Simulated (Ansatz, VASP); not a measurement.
One calculation of Bi2Te3, two programs

```
Bi Te
1.0
     2.25879    1.30411   10.16567
    -2.25879    1.30411   10.16567
     0.00000   -2.60823   10.16567
Bi Te
2 3
Cartesian
  0.0000 0.0000 12.1988
  0.0000 0.0000 18.2982
  0.0000 0.0000 0.0000
  0.0000 0.0000 6.3891
  0.0000 0.0000 24.1079
```

Change from the starting cell: equal xx and yy strain of +3 %, crystal datasets.

Alike in both runs: task electric field gradients; functional PBEsol; k mesh 7 × 7 × 7; occupations fermi-dirac, width 0.08 eV; no spin polarisation.

|  | VASP | Ansatz |
| --- | --- | --- |
| version | VASP 6.6.1 | Ansatz 0.2.0 |
| potentials or method | VASP PAW PBE potentials, release 64 (Bi_d, Te), cutoff 520 eV | all-electron PAW with datasets made for the crystal, scalar-relativistic |

```tsv
	VASP	Ansatz	Ansatz less VASP
pressure (GPa)	-3.2	-3.2	+0.01
traceless stress, the component that is largest in VASP (GPa)	0.31	0.31	+0.001
rms of the force components (eV/Å)	0.144	0.149	+0.0051
size of Vzz on the site where it differs most (V/Å²)	66.1	69.8	+3.65
```

VASP's potentials were made for PBE, not for PBEsol. Atom by atom the forces differ by 0.005 eV/Å (rms over components). Ansatz ran all-electron here, and VASP with PAW potentials.

Spin-orbit coupling is off throughout.
